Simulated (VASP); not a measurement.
**SnO: single point with r2SCAN**

SnO:

```xyz
4
Lattice="3.3813 0.0383 -0.0558 0.0647 5.7389 -0.0636 -0.0702 -0.0474 4.2247" Properties=species:S:1:pos:R:3 pbc="T T T"
Sn   -0.1785    1.1552    2.2506
Sn    1.5920    4.5418   -0.1858
O     0.0953    5.2386    3.0589
O     1.8967    0.5094    1.0302
```

This cell differs from its parent crystal: atoms moved at random and the cell strained at random.

* Program: VASP 6.6.1
* Task: single point
* Functional: r2SCAN
* Potentials or basis: VASP PAW PBE potentials, release 64 (Sn_d, O)
* Cutoff: 520 eV
* k mesh: 8 × 6 × 6
* Occupations: gaussian, width 0.05 eV
* Spin: no spin polarisation
* Dipole correction: no
* Further INCAR settings: ALGO = Normal; EDIFF = 1e-06; NBANDS = 28

The pressure is 14.4 GPa. The largest force is 5.758 eV/Å. The band gap on the k mesh is 1.84 eV (least direct gap 2.45 eV).

Forces on the atoms (eV/Å):
```
Sn   2.277  5.286 -0.161
Sn   2.988 -2.340  2.175
O   -2.214 -1.852 -0.045
O   -3.051 -1.094 -1.970
```

Stress tensor (GPa, compression positive):
```
12.50 -2.76 11.50
-2.76 18.19 -6.84
11.50 -6.84 12.55
```

Levels at points of the mesh, in eV from the valence-band top:
```csv
k point,band 16,band 17,band 18,band 19,band 20,band 21,band 22,band 23,band 24,band 25
"(0.00, 0.00, 0.00)",-4.99,-4.57,-3.27,-2.76,0.00,2.66,3.29,5.86,6.49,8.27
"(0.50, 0.00, 0.00)",-5.13,-4.14,-3.21,-1.56,-1.15,2.51,2.91,6.10,6.97,7.07
"(0.00, 0.50, 0.00)",-4.80,-4.02,-3.22,-2.45,-1.72,3.13,4.45,5.26,5.73,7.78
"(0.50, 0.50, 0.00)",-5.10,-4.18,-3.29,-1.21,-0.86,2.05,2.38,6.47,6.83,8.16
"(0.00, 0.00, 0.50)",-4.43,-3.80,-3.45,-2.30,-2.09,2.44,3.14,5.22,6.11,8.63
"(0.50, 0.00, 0.50)",-4.71,-3.79,-3.49,-1.27,-0.70,2.25,2.74,3.76,5.57,7.27
"(0.00, 0.50, 0.50)",-4.37,-3.65,-3.46,-2.14,-1.37,1.84,2.34,5.77,6.68,8.68
"(0.50, 0.50, 0.50)",-4.82,-3.88,-3.71,-0.93,-0.40,2.05,3.45,4.36,4.80,6.30
```

Run time: 7.2 min on 1 thread of Intel(R) Xeon(R) 6975P-C (Granite Rapids) (shared host), peak memory 0.4 GiB.

Caveat: the cell differs from its parent crystal (atoms moved at random and the cell strained at random); the stress differs along the axes, from 12 to 18 GPa; the PAW data sets were made with another functional, which shifts forces and pressure a little; spin-orbit coupling is left out, which moves the levels of the heavy elements. A k mesh can miss the band edges.
